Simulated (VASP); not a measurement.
# SiC (lda) (Fm-3m) in VASP: notebook

The runs below take SiC (lda) through single point, with LDA.

Program: VASP 6.6.1. These are calculated values, not measurements. Logs are shortened: lines on timing, memory, paths and dates and some standing lists are left out, and cuts for length are marked.

## Step 1: The cell of the first run

The structure is cubic, space group Fm-3m (No. 225). Conventional cell: a = 3.505 Å, b = 3.505 Å, c = 3.505 Å, α = 90.00°, β = 90.00°, γ = 90.00°. Within 2.3 Å of C (site symmetry m-3m) lie 6 Si at 1.75 Å. Si (site symmetry m-3m) has 6 C at 1.75 Å within 2.3 Å.

## Step 2: Single point, LDA

Contents of INCAR:

```
SYSTEM = SiC
PREC     = Accurate       ! precision mode
ENCUT    = 600            ! plane-wave cutoff, eV
EDIFF    = 1E-6           ! SCF threshold, eV
ISMEAR   = 0              ! smearing method
SIGMA    = 0.02           ! smearing width, eV
LREAL    = .False.        ! projectors in reciprocal space
LASPH    = .True.         ! aspherical terms in the spheres
NELM     = 120            ! most SCF steps
ALGO     = Normal         ! electronic algorithm
ISIF     = 2              ! what is computed and relaxed
LWAVE    = .False.        ! write WAVECAR
LCHARG   = .False.        ! write CHGCAR
NBANDS   = 11             ! bands
GGA_COMPAT= .False.
```

Contents of KPOINTS:

```
regular mesh
0
Gamma
  16 16 16
  0 0 0
```

Contents of POSCAR:

```
SiC
1.0
    0.0000000000      1.7525897087      1.7525897087
    1.7525897087      0.0000000000      1.7525897087
    1.7525897087      1.7525897087      0.0000000000
C Si
1 1
Direct
    0.0000000000      0.0000000000      0.0000000000
    0.5000000000      0.5000000000      0.5000000000
```

Potentials or basis: VASP PAW LDA potentials, release 64 (C, Si).

Run with:

```sh
cat potpaw_LDA.64/C/POTCAR potpaw_LDA.64/Si/POTCAR > POTCAR
mpirun -np 1 vasp_std > vasp.out
```

OUTCAR:

```text
SYSTEM = SiC
   PREC = Accurate
   ENCUT = 600
   EDIFF = 1E-6
   ISMEAR = 0
   LREAL = .False.
   LASPH = .True.
   NELM = 120
   ISIF = 2

 ion  position               nearest neighbor table
   1  0.000  0.000  0.000-   2 1.75   2 1.75   2 1.75   2 1.75   2 1.75   2 1.75
   2  0.500  0.500  0.500-   1 1.75   1 1.75   1 1.75   1 1.75   1 1.75   1 1.75

  LATTYP: Found a face centered cubic cell.
 ALAT       =     3.5051794174

  Lattice vectors:

 A1 = (   0.0000000000,   1.7525897087,   1.7525897087)
 A2 = (   1.7525897087,   0.0000000000,   1.7525897087)
 A3 = (   1.7525897087,   1.7525897087,   0.0000000000)

Analysis of symmetry for initial positions (statically):
=====================================================================
 Subroutine PRICEL returns:
 Original cell was already a primitive cell.

 Routine SETGRP: Setting up the symmetry group for a
 face centered cubic supercell.

 Subroutine GETGRP returns: Found 48 space group operations
 (whereof 48 operations were pure point group operations)
 out of a pool of 48 trial point group operations.

The static configuration has the point symmetry O_h .

Analysis of symmetry for dynamics (positions and initial velocities):
=====================================================================
 Subroutine PRICEL returns:
 Original cell was already a primitive cell.

 Routine SETGRP: Setting up the symmetry group for a
 face centered cubic supercell.

 Subroutine GETGRP returns: Found 48 space group operations
 (whereof 48 operations were pure point group operations)
 out of a pool of 48 trial point group operations.

The dynamic configuration has the point symmetry O_h .

 Subroutine INISYM returns: Found 48 space group operations
 (whereof 48 operations are pure point group operations),
 and found     1 'primitive' translations

----------------------------------------------------------------------------------------

                                     Primitive cell

  volume of cell :      10.7664

  direct lattice vectors                    reciprocal lattice vectors
     0.000000000  1.752589709  1.752589709    -0.285292101  0.285292101  0.285292101
     1.752589709  0.000000000  1.752589709     0.285292101 -0.285292101  0.285292101
     1.752589709  1.752589709  0.000000000     0.285292101  0.285292101 -0.285292101

  length of vectors
     2.478536135  2.478536135  2.478536135     0.494140414  0.494140414  0.494140414

  position of ions in fractional coordinates (direct lattice)
     0.000000000  0.000000000  0.000000000
     0.500000000  0.500000000  0.500000000

  ion indices of the primitive-cell ions
   primitive index   ion index
                 1           1
                 2           2

----------------------------------------------------------------------------------------

 KPOINTS: regular mesh

Automatic generation of k-mesh.
 Grid dimensions read from file:
 generate k-points for:   16   16   16

 Generating k-lattice:

  Cartesian coordinates                     Fractional coordinates (reciprocal lattice)
    -0.017830756  0.017830756  0.017830756     0.062500000  0.000000000  0.000000000
     0.017830756 -0.017830756  0.017830756     0.000000000  0.062500000  0.000000000
     0.017830756  0.017830756 -0.017830756     0.000000000  0.000000000  0.062500000

  Length of vectors
     0.030883776  0.030883776  0.030883776

  Shift w.r.t. Gamma in fractional coordinates (k-lattice)
     0.000000000  0.000000000  0.000000000

 Subroutine IBZKPT returns following result:
 ===========================================

 Found    145 irreducible k-points:

 Following reciprocal coordinates:
            Coordinates               Weight
  0.000000  0.000000  0.000000      1.000000
  0.062500  0.000000  0.000000      8.000000
  0.125000  0.000000  0.000000      8.000000
  0.187500  0.000000  0.000000      8.000000
  0.250000  0.000000  0.000000      8.000000
  0.312500  0.000000  0.000000      8.000000
[... 16 lines left out ...]
 -0.125000  0.062500  0.000000     24.000000
 -0.062500  0.062500  0.000000     12.000000
 [... further k-points ...]
   k-points           NKPTS =    145   k-points in BZ     NKDIM =    145   number of bands    NBANDS=     11
   number of dos      NEDOS =    301   number of ions     NIONS =      2
   total plane-waves  NPLWV =   8000
   dimension x,y,z NGX =    20 NGY =   20 NGZ =   20
   dimension x,y,z NGXF=    40 NGYF=   40 NGZF=   40
   ions per type =               1   1
   NGX,Y,Z   is equivalent  to a cutoff of  13.41, 13.41, 13.41 a.u.
   NGXF,Y,Z  is equivalent  to a cutoff of  26.83, 26.83, 26.83 a.u.
 SYSTEM =  SiC
   PREC   = accura    normal or accurate (medium, high low for compatibility)
   ISTART =      0    job   : 0-new  1-cont  2-samecut
   ICHARG =      2    charge: 1-file 2-atom 10-const
   ISPIN  =      1    spin polarized calculation?
   LNONCOLLINEAR =      F non collinear calculations
   LSORBIT =      F    spin-orbit coupling
   LASPH  =      T    aspherical Exc in radial PAW
   ENCUT  =  600.0 eV  44.10 Ry    6.64 a.u.   4.95  4.95  4.95*2*pi/ulx,y,z
   NELM   =    120;   NELMIN=  2; NELMDL= -5     # of ELM steps
   EDIFF  = 0.1E-05   stopping-criterion for ELM
   LREAL  =      F    real-space projection
   EDIFFG = 0.1E-04   stopping-criterion for IOM
   NSW    =      0    number of steps for IOM
   IBRION =     -1    ionic relax: 0-MD 1-quasi-New 2-CG
   NFREE  =      0    steps in history (QN), initial steepest desc. (CG)
   ISIF   =      2    stress and relaxation
   ISYM   =      2    0-nonsym 1-usesym 2-fastsym
   POTIM  = 0.5000    time-step for ionic-motion
   TEBEG  =    0.0;   TEEND  =   0.0 temperature during run
   PSTRESS=    0.0 pullay stress
   NELECT =       8.0000    total number of electrons
   NUPDOWN=      -1.0000    fix difference up-down
   EMIN   =  10.00;   EMAX   =-10.00  energy-range for DOS
   EFERMI =   0.00;   METHOD = LEGACY
   ISMEAR =     0;   SIGMA  =   0.02  broadening in eV -4-tet -1-fermi 0-gaus
   EFERMI_NEDOS =   21; number of points for ismear=-14 and -15
   IALGO  =     38    algorithm
   IMIX   =      4    mixing-type and parameters
     AMIX     =   0.40;   BMIX     =  1.00
     AMIX_MAG =   1.60;   BMIX_MAG =  1.00
  volume/ion in A,a.u.               =       5.38        36.33
  Fermi-wavevector in a.u.,A,eV,Ry     =   1.482795  2.802077 29.914888  2.198682
  Thomas-Fermi vector in A             =   2.596537
   LORBIT       =      0    0 simple, 1 ext, 2 COOP (PROOUT), +10 PAW based schemes
   GGA     = CA    functional components
   LHFCALC =     F    Hartree Fock is set to
   AEXX    =    0.0000 exact exchange contribution
   IVDW    =     0    specifies the selected vdW correction
   LEPSILON=     F    determine dielectric tensor
   LRPA    =     F    only Hartree local field effects (RPA)
 non-spin polarized calculation
 Gauss-broadening in eV      SIGMA  =   0.02
  energy-cutoff  :      600.00
  volume of cell :       10.77
 maximum number of plane-waves:       370
   NGX =  9   NGY =  9   NGZ =  9

 number of electron       7.9999999 magnetization

 Free energy of the ion-electron system (eV)
  ---------------------------------------------------
  ext. energy  EPLUGINS =         0.00000000
  ---------------------------------------------------
  free energy    TOTEN  =       -12.30480808 eV

  energy without entropy =      -12.30480804  energy(sigma->0) =      -12.30480806

 E-fermi :  20.3690     XC(G=0): -14.8534

 val. band max:       20.3205035935   @ k =   0.0000   0.0000   0.0000
 cond. band min:      20.4174144008   @ k =   0.5000   0.5000   0.0000
 fundamental gap:      0.0969108073
 Fermi energy:        20.3689587498

 k-point     1 :       0.0000    0.0000    0.0000
  band No.  band energies     occupation
      1      -3.7449      2.00000
      2      20.3205      1.99939
      3      20.3205      1.99939
      4      20.3205      1.99939
      5      29.2452      0.00000
      6      29.2452      0.00000
      7      29.2452      0.00000
      8      36.3826      0.00000
      9      36.3826      0.00000
     10      36.8251      0.00000
     11      37.3728      0.00000

 k-point     2 :       0.0625    0.0000    0.0000
  band No.  band energies     occupation
      1      -3.6198      2.00000
      2      19.6152      2.00000
      3      20.1703      2.00000
      4      20.1703      2.00000
      5      29.1360      0.00000
      6      29.5320      0.00000
      7      29.5320      0.00000
      8      35.3990      0.00000
      9      35.3990      0.00000
     10      37.4847      0.00000
     11      37.8083      0.00000

 k-point     3 :       0.1250    0.0000    0.0000
  band No.  band energies     occupation
      1      -3.2454      2.00000
      2      17.8281      2.00000
      3      19.7846      2.00000
      4      19.7846      2.00000
      5      28.9745      0.00000
      6      30.2116      0.00000
      7      30.2116      0.00000
      8      34.0744      0.00000
      9      34.0744      0.00000
     10      37.7877      0.00000
     11      38.6446      0.00000

 k-point     4 :       0.1875    0.0000    0.0000
  band No.  band energies     occupation
      1      -2.6244      2.00000
      2      15.5185      2.00000
      3      19.2925      2.00000
      4      19.2925      2.00000
      5      28.8974      0.00000
      6      30.5290      0.00000
      7      30.5290      0.00000
      8      33.7428      0.00000
      9      33.7428      0.00000
     10      37.7080      0.00000
     11      38.6354      0.00000
[... 239 lines left out ...]
 k-point    22 :      -0.1875    0.0625    0.0000
  band No.  band energies     occupation
      1      -2.2536      2.00000
      2      14.7637      2.00000
      3      18.0205      2.00000
      4      19.5455      2.00000
      5      28.9351      0.00000
      6      30.0869      0.00000
      7      30.8388      0.00000
      8      32.6716      0.00000
      9      35.0980      0.00000
     10      38.1544      0.00000
     11      39.2353      0.00000

 k-point    23 :      -0.1250    0.0625    0.0000
  band No.  band energies     occupation
      1      -2.9552      2.00000
      2      17.1144      2.00000
      3      18.5679      2.00000
      4      19.9907      2.00000
      5      28.7956      0.00000
      6      30.1362      0.00000
      7      31.1891      0.00000
      8      32.5109      0.00000
      9      34.6148      0.00000
     10      38.1609      0.00000
     11      39.2013      0.00000

 k-point    24 :      -0.0625    0.0625    0.0000
  band No.  band energies     occupation
      1      -3.4116      2.00000
      2      18.9530      2.00000
      3      19.2672      2.00000
      4      20.2333      2.00000
      5      28.8210      0.00000
      6      29.6160      0.00000
      7      30.5344      0.00000
      8      33.7581      0.00000
      9      35.2460      0.00000
     10      37.7232      0.00000
     11      38.9802      0.00000

 [... further k-points ...]
[... 5 lines left out ...]
  --------------------------------------------------------------------------------------
  -------------------------------------------------------------------------------------
  Total       16.8656054     16.8656054     16.8656054      0.0000000     -0.0000000      0.0000000
  in kB     2509.8152300   2509.8152300   2509.8152300      0.0000000     -0.0000000      0.0000000
  external PRESSURE =    2509.8152300 kB  Pullay stress =       0.0000000 kB

 VOLUME and BASIS-vectors are now :
 -----------------------------------------------------------------------------
  energy-cutoff  :      600.00
  volume of cell :       10.77
      direct lattice vectors                 reciprocal lattice vectors
     0.000000000  1.752589709  1.752589709    -0.285292101  0.285292101  0.285292101
     1.752589709  0.000000000  1.752589709     0.285292101 -0.285292101  0.285292101
     1.752589709  1.752589709  0.000000000     0.285292101  0.285292101 -0.285292101

 POSITION                                       TOTAL-FORCE (eV/Angst)
 -----------------------------------------------------------------------------------
      0.00000      0.00000      0.00000        -0.000000      0.000000      0.000000
      1.75259      1.75259      1.75259         0.000000      0.000000     -0.000000
 -----------------------------------------------------------------------------------
    total drift:                               -0.000000     -0.000000     -0.000000

  FREE ENERGIE OF THE ION-ELECTRON SYSTEM (eV)
  ---------------------------------------------------
  free  energy   TOTEN  =       -12.3048080835 eV

  energy  without entropy=      -12.3048080368  energy(sigma->0) =      -12.30480806
```

It took 11 s on 1 thread of Intel Xeon Platinum 8488C (Sapphire Rapids), shared host; peak memory 0.13 GiB.

Results:

| Item | Value |
| --- | --- |
| Free energy | -12.3048 eV |
| Pressure | 251.0 GPa |
| Band gap on the k mesh | 0.10 eV, indirect (least direct gap 6.32 eV) |

## Step 3: Single point, LDA

Contents of INCAR:

```
ALGO = Normal ; EDIFF = 1E-6
ENCUT = 600 ; GGA = CA
GGA_COMPAT = F ; ISIF = 2
ISMEAR = 0 ; LASPH = T
LCHARG = T ; LELF = T
LREAL = F ; LVHAR = T
LWAVE = F ; NBANDS = 11
NELM = 120 ; PREC = Accurate
SIGMA = 0.01
```

Contents of KPOINTS:

```
k-points
0
Gamma
  16 16 16
```

POSCAR is that of step 2.

Potentials or basis: VASP PAW LDA potentials, release 64 (C, Si).

Run with:

```sh
cat potpaw_LDA.64/C/POTCAR potpaw_LDA.64/Si/POTCAR > POTCAR
mpirun -np 1 vasp_std > vasp.out
```

It took 17 s on 1 thread of Intel Xeon Platinum 8488C (Sapphire Rapids), shared host; peak memory 0.13 GiB.

It converged, with:

- Free energy: -12.3048 eV
- Pressure: 251.0 GPa
- Band gap on the k mesh: 0.10 eV, indirect (least direct gap 6.32 eV)

Levels at points of the mesh, in eV from the valence-band top:
| k point | band 1 | band 2 | band 3 | band 4 | band 5 | band 6 | band 7 | band 8 | band 9 |
| --- | --- | --- | --- | --- | --- | --- | --- | --- | --- |
| (0.00, 0.00, 0.00) | -24.07 | 0.00 | 0.00 | 0.00 | 8.92 | 8.92 | 8.92 | 16.06 | 16.06 |
| (0.50, 0.00, 0.00) | -16.94 | -15.56 | -2.53 | -2.53 | 7.60 | 7.60 | 8.96 | 14.50 | 20.99 |
| (0.50, 0.50, 0.00) | -14.28 | -13.82 | -6.23 | -6.23 | 0.10 | 2.68 | 21.36 | 22.02 | 22.02 |

A k mesh can miss the band edges.

(Part 1 of 2 ends here.)
